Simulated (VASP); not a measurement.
# BN (Pm-3m) in VASP: a series of runs

BN is run at these levels: r2SCAN, HSE06; tasks: single point.

Program: VASP 6.6.1. These are calculated values, not measurements. Logs are shortened: lines on timing, memory, paths and dates and some standing lists are left out, and cuts for length are marked.

### Step 1. The cell of the first run

The structure is cubic, space group Pm-3m (No. 221). Conventional cell: a = 2.315 Å, b = 2.315 Å, c = 2.315 Å, α = 90.00°, β = 90.00°, γ = 90.00°. Within 2.7 Å of B (site symmetry m-3m) lie 8 N at 2.00 Å and 6 B at 2.31 Å. N (site symmetry m-3m) has 8 B at 2.00 Å and 6 N at 2.31 Å within 2.7 Å.

### Step 2. Single point, r2SCAN

Input file POSCAR:

```
BN
1.0
    2.3148041895      0.0000000000      0.0000000000
    0.0000000000      2.3148041895      0.0000000000
    0.0000000000      0.0000000000      2.3148041895
B N
1 1
Direct
    0.0000000000      0.0000000000      0.0000000000
    0.5000000000      0.5000000000      0.5000000000
```

Input file INCAR.step1:

```
SYSTEM = BN
ALGO = Normal
EDIFF = 1E-4
ENCUT = 520
GGA = PE
ISMEAR = -1
LASPH = .TRUE.
LCHARG = .FALSE.
LREAL = .FALSE.
LWAVE = .TRUE.
NBANDS = 11
NELM = 60
PREC = Accurate
SIGMA = 0.02
```

Input file INCAR.step2:

```
SYSTEM = BN
ALGO = Normal
EDIFF = 1E-6
ENCUT = 520
ISIF = 2
ISMEAR = -1
ISTART = 1
LASPH = .TRUE.
LCHARG = .FALSE.
LMIXTAU = .TRUE.
LREAL = .FALSE.
LWAVE = .FALSE.
METAGGA = R2SCAN
NBANDS = 11
NELM = 60
PREC = Accurate
SIGMA = 0.02
```

Input file KPOINTS:

```
k-points
0
G
  8 8 8
  0 0 0
```

Potentials or basis: VASP PAW PBE potentials, release 64 (B, N).

Run with:

```console
cat potpaw_PBE.64/B/POTCAR potpaw_PBE.64/N/POTCAR > POTCAR
cp INCAR.step1 INCAR
mpirun -np 1 vasp_std > vasp.out
cp INCAR.step2 INCAR
mpirun -np 1 vasp_std > vasp.out
```

OUTCAR:

```text
SYSTEM = BN
   EDIFF = 1E-6
   ENCUT = 520
   ISIF = 2
   ISMEAR = -1
   ISTART = 1
   LASPH = .TRUE.
   LREAL = .FALSE.
   METAGGA = R2SCAN
   NELM = 60
   PREC = Accurate

 ion  position               nearest neighbor table
   1  0.000  0.000  0.000-
   2  0.500  0.500  0.500-

  LATTYP: Found a simple cubic cell.
 ALAT       =     2.3148041895

  Lattice vectors:

 A1 = (   2.3148041895,   0.0000000000,   0.0000000000)
 A2 = (   0.0000000000,   2.3148041895,   0.0000000000)
 A3 = (   0.0000000000,   0.0000000000,   2.3148041895)

Analysis of symmetry for initial positions (statically):
=====================================================================
 Subroutine PRICEL returns:
 Original cell was already a primitive cell.

 Routine SETGRP: Setting up the symmetry group for a
 simple cubic supercell.

 Subroutine GETGRP returns: Found 48 space group operations
 (whereof 48 operations were pure point group operations)
 out of a pool of 48 trial point group operations.

The static configuration has the point symmetry O_h .

Analysis of symmetry for dynamics (positions and initial velocities):
=====================================================================
 Subroutine PRICEL returns:
 Original cell was already a primitive cell.

 Routine SETGRP: Setting up the symmetry group for a
 simple cubic supercell.

 Subroutine GETGRP returns: Found 48 space group operations
 (whereof 48 operations were pure point group operations)
 out of a pool of 48 trial point group operations.

The dynamic configuration has the point symmetry O_h .

 Subroutine INISYM returns: Found 48 space group operations
 (whereof 48 operations are pure point group operations),
 and found     1 'primitive' translations

----------------------------------------------------------------------------------------

                                     Primitive cell

  volume of cell :      12.4035

  direct lattice vectors                    reciprocal lattice vectors
     2.314804190  0.000000000  0.000000000     0.432001983  0.000000000  0.000000000
     0.000000000  2.314804190  0.000000000     0.000000000  0.432001983  0.000000000
     0.000000000  0.000000000  2.314804190     0.000000000  0.000000000  0.432001983

  length of vectors
     2.314804190  2.314804190  2.314804190     0.432001983  0.432001983  0.432001983

  position of ions in fractional coordinates (direct lattice)
     0.000000000  0.000000000  0.000000000
     0.500000000  0.500000000  0.500000000

  ion indices of the primitive-cell ions
   primitive index   ion index
                 1           1
                 2           2

----------------------------------------------------------------------------------------

 KPOINTS: k-points

Automatic generation of k-mesh.
 Grid dimensions read from file:
 generate k-points for:    8    8    8

 Generating k-lattice:

  Cartesian coordinates                     Fractional coordinates (reciprocal lattice)
     0.054000248  0.000000000  0.000000000     0.125000000  0.000000000  0.000000000
     0.000000000  0.054000248  0.000000000     0.000000000  0.125000000  0.000000000
     0.000000000  0.000000000  0.054000248     0.000000000  0.000000000  0.125000000

  Length of vectors
     0.054000248  0.054000248  0.054000248

  Shift w.r.t. Gamma in fractional coordinates (k-lattice)
     0.000000000  0.000000000  0.000000000

 Subroutine IBZKPT returns following result:
 ===========================================

 Found     35 irreducible k-points:

 Following reciprocal coordinates:
            Coordinates               Weight
  0.000000  0.000000  0.000000      1.000000
  0.125000  0.000000  0.000000      6.000000
  0.250000  0.000000  0.000000      6.000000
  0.375000  0.000000  0.000000      6.000000
  0.500000  0.000000  0.000000      3.000000
  0.125000  0.125000  0.000000     12.000000
[... 16 lines left out ...]
  0.375000  0.375000  0.125000     24.000000
  0.500000  0.375000  0.125000     24.000000
 [... further k-points ...]
   k-points           NKPTS =     35   k-points in BZ     NKDIM =     35   number of bands    NBANDS=     11
   number of dos      NEDOS =    301   number of ions     NIONS =      2
   total plane-waves  NPLWV =   5832
   dimension x,y,z NGX =    18 NGY =   18 NGZ =   18
   dimension x,y,z NGXF=    36 NGYF=   36 NGZF=   36
   ions per type =               1   1
   NGX,Y,Z   is equivalent  to a cutoff of  12.93, 12.93, 12.93 a.u.
   NGXF,Y,Z  is equivalent  to a cutoff of  25.85, 25.85, 25.85 a.u.
 SYSTEM =  BN
   PREC   = accura    normal or accurate (medium, high low for compatibility)
   ISTART =      1    job   : 0-new  1-cont  2-samecut
   ICHARG =      0    charge: 1-file 2-atom 10-const
   ISPIN  =      1    spin polarized calculation?
   LNONCOLLINEAR =      F non collinear calculations
   LSORBIT =      F    spin-orbit coupling
   LASPH  =      T    aspherical Exc in radial PAW
   ENCUT  =  520.0 eV  38.22 Ry    6.18 a.u.   4.30  4.30  4.30*2*pi/ulx,y,z
   NELM   =     60;   NELMIN=  2; NELMDL=  0     # of ELM steps
   EDIFF  = 0.1E-05   stopping-criterion for ELM
   LREAL  =      F    real-space projection
   EDIFFG = 0.1E-04   stopping-criterion for IOM
   NSW    =      0    number of steps for IOM
   IBRION =     -1    ionic relax: 0-MD 1-quasi-New 2-CG
   NFREE  =      0    steps in history (QN), initial steepest desc. (CG)
   ISIF   =      2    stress and relaxation
   ISYM   =      2    0-nonsym 1-usesym 2-fastsym
   POTIM  = 0.5000    time-step for ionic-motion
   TEBEG  =    0.0;   TEEND  =   0.0 temperature during run
   PSTRESS=    0.0 pullay stress
   NELECT =       8.0000    total number of electrons
   NUPDOWN=      -1.0000    fix difference up-down
   EMIN   =  10.00;   EMAX   =-10.00  energy-range for DOS
   EFERMI =   0.00;   METHOD = LEGACY
   ISMEAR =    -1;   SIGMA  =   0.02  broadening in eV -4-tet -1-fermi 0-gaus
   EFERMI_NEDOS =   21; number of points for ismear=-14 and -15
   IALGO  =     38    algorithm
   IMIX   =      4    mixing-type and parameters
     AMIX     =   0.40;   BMIX     =  1.00
     AMIX_MAG =   1.60;   BMIX_MAG =  1.00
  volume/ion in A,a.u.               =       6.20        41.85
  Fermi-wavevector in a.u.,A,eV,Ry     =   1.414460  2.672941 27.221124  2.000696
  Thomas-Fermi vector in A             =   2.536000
   LORBIT       =      0    0 simple, 1 ext, 2 COOP (PROOUT), +10 PAW based schemes
   METAGGA = R2SCAN    functional components
   LHFCALC =     F    Hartree Fock is set to
   AEXX    =    0.0000 exact exchange contribution
   IVDW    =     0    specifies the selected vdW correction
   LEPSILON=     F    determine dielectric tensor
   LRPA    =     F    only Hartree local field effects (RPA)
 non-spin polarized calculation
  energy-cutoff  :      520.00
  volume of cell :       12.40
 maximum number of plane-waves:       356
 NGX is ok and might be reduce to    18
   NGX =  9   NGY =  9   NGZ =  9

 number of electron       8.0000000 magnetization

 Free energy of the ion-electron system (eV)
  ---------------------------------------------------
  ext. energy  EPLUGINS =         0.00000000
  ---------------------------------------------------
  free energy    TOTEN  =       -11.13520512 eV

  energy without entropy =      -11.13442361  energy(sigma->0) =      -11.13481436

 E-fermi :   9.2369     XC(G=0): -14.2793

 val. band max:        9.1273152438   @ k =   0.3750   0.3750   0.1250
 cond. band min:       9.2751650261   @ k =   0.3750   0.1250   0.0000
 fundamental gap:      0.1478497823
 Fermi energy:         9.2369472133

 k-point     1 :       0.0000    0.0000    0.0000
  band No.  band energies     occupation
      1     -13.3507      2.00000
      2       6.8967      2.00000
      3       6.8967      2.00000
      4       6.8967      2.00000
      5      10.7481      0.00000
      6      21.2687      0.00000
      7      21.2687      0.00000
      8      21.2687      0.00000
      9      21.9372      0.00000
     10      21.9372      0.00000
     11      45.4591      0.00000

 k-point     2 :       0.1250    0.0000    0.0000
  band No.  band energies     occupation
      1     -12.9995      2.00000
      2       4.5953      2.00000
      3       7.1914      2.00000
      4       7.1914      2.00000
      5      11.6942      0.00000
      6      20.0011      0.00000
      7      20.7384      0.00000
      8      20.7384      0.00000
      9      22.3942      0.00000
     10      25.0171      0.00000
     11      43.8693      0.00000

 k-point     3 :       0.2500    0.0000    0.0000
  band No.  band energies     occupation
      1     -11.9780      2.00000
      2       0.7969      2.00000
      3       8.0103      2.00000
      4       8.0103      2.00000
      5      12.6748      0.00000
      6      18.7400      0.00000
      7      19.3167      0.00000
      8      19.3167      0.00000
      9      23.7638      0.00000
     10      30.6278      0.00000
     11      38.4512      0.00000

 k-point     4 :       0.3750    0.0000    0.0000
  band No.  band energies     occupation
      1     -10.4644      2.00000
      2      -2.6305      2.00000
      3       9.0779      1.99930
      4       9.0779      1.99930
      5      13.4199      0.00000
      6      17.5714      0.00000
      7      17.6149      0.00000
      8      17.6149      0.00000
      9      26.0344      0.00000
     10      33.4455      0.00000
     11      37.3209      0.00000
[... 239 lines left out ...]
 k-point    22 :       0.5000    0.2500    0.1250
  band No.  band energies     occupation
      1      -7.7215      2.00000
      2      -2.6978      2.00000
      3       4.3091      2.00000
      4       8.7003      2.00000
      5      10.3543      0.00000
      6      14.8859      0.00000
      7      16.8520      0.00000
      8      19.4959      0.00000
      9      32.4892      0.00000
     10      35.7031      0.00000
     11      35.9578      0.00000

 k-point    23 :       0.3750    0.3750    0.1250
  band No.  band energies     occupation
      1      -7.2614      2.00000
      2       0.3287      2.00000
      3       0.3415      2.00000
      4       8.3532      2.00000
      5       9.1273      1.99171
      6      15.8856      0.00000
      7      17.2041      0.00000
      8      18.7287      0.00000
      9      32.1380      0.00000
     10      35.3713      0.00000
     11      36.7505      0.00000

 k-point    24 :       0.5000    0.3750    0.1250
  band No.  band energies     occupation
      1      -6.2347      2.00000
      2      -1.3082      2.00000
      3       1.1853      2.00000
      4       7.0822      2.00000
      5       9.3956      0.00072
      6      15.9689      0.00000
      7      16.9332      0.00000
      8      18.7992      0.00000
      9      31.8350      0.00000
     10      35.3796      0.00000
     11      35.6717      0.00000

 [... further k-points ...]

------------------------ aborting loop because EDIFF is reached ----------------------------------------

  FORCE on cell =-STRESS in cart. coord.  units (eV):
  Direction    XX          YY          ZZ          XY          YZ          ZX
  --------------------------------------------------------------------------------------
  -------------------------------------------------------------------------------------
  Total       -0.0635120     -0.0635120     -0.0635120      0.0000000      0.0000000     -0.0000000
  in kB       -8.2039640     -8.2039640     -8.2039640      0.0000000      0.0000000     -0.0000000
  external PRESSURE =      -8.2039640 kB  Pullay stress =       0.0000000 kB

 VOLUME and BASIS-vectors are now :
 -----------------------------------------------------------------------------
  energy-cutoff  :      520.00
  volume of cell :       12.40
      direct lattice vectors                 reciprocal lattice vectors
     2.314804190  0.000000000  0.000000000     0.432001983  0.000000000  0.000000000
     0.000000000  2.314804190  0.000000000     0.000000000  0.432001983  0.000000000
     0.000000000  0.000000000  2.314804190     0.000000000  0.000000000  0.432001983

 POSITION                                       TOTAL-FORCE (eV/Angst)
 -----------------------------------------------------------------------------------
      0.00000      0.00000      0.00000         0.000000      0.000000      0.000000
      1.15740      1.15740      1.15740         0.000000      0.000000      0.000000
 -----------------------------------------------------------------------------------
    total drift:                                0.000000     -0.000000      0.000000

  FREE ENERGIE OF THE ION-ELECTRON SYSTEM (eV)
  ---------------------------------------------------
  free  energy   TOTEN  =       -11.1352051218 eV

  energy  without entropy=      -11.1344236055  energy(sigma->0) =      -11.13481436
```

Wall time 7.5 s (1 thread of Intel Xeon 6975P-C (Granite Rapids), shared host); peak memory 0.11 GiB.

Results:

```yaml
Free_energy: -11.1352 eV
Pressure: -0.8 GPa
Band_gap_on_the_k_mesh: zero (band 4 reaches 10.08 eV, above the bottom of band 5 at 7.17 eV)
```

Levels at points of the mesh, in eV from the Fermi level:
```csv
k point,band 1,band 2,band 3,band 4,band 5,band 6,band 7,band 8
"(0.00, 0.00, 0.00)",-22.59,-2.34,-2.34,-2.34,1.51,12.03,12.03,12.03
"(0.50, 0.00, 0.00)",-18.66,-13.57,0.42,0.42,4.55,7.53,7.53,7.78
"(0.50, 0.50, 0.00)",-14.73,-10.06,-10.06,-3.93,1.58,9.18,9.18,9.90
"(0.50, 0.50, 0.50)",-12.02,-5.26,-5.26,-5.26,-1.48,-1.48,-1.48,3.32
```

Caveat: the PAW data sets were made with another functional, which shifts forces and pressure a little.

(Part 1 of 2 ends here.)
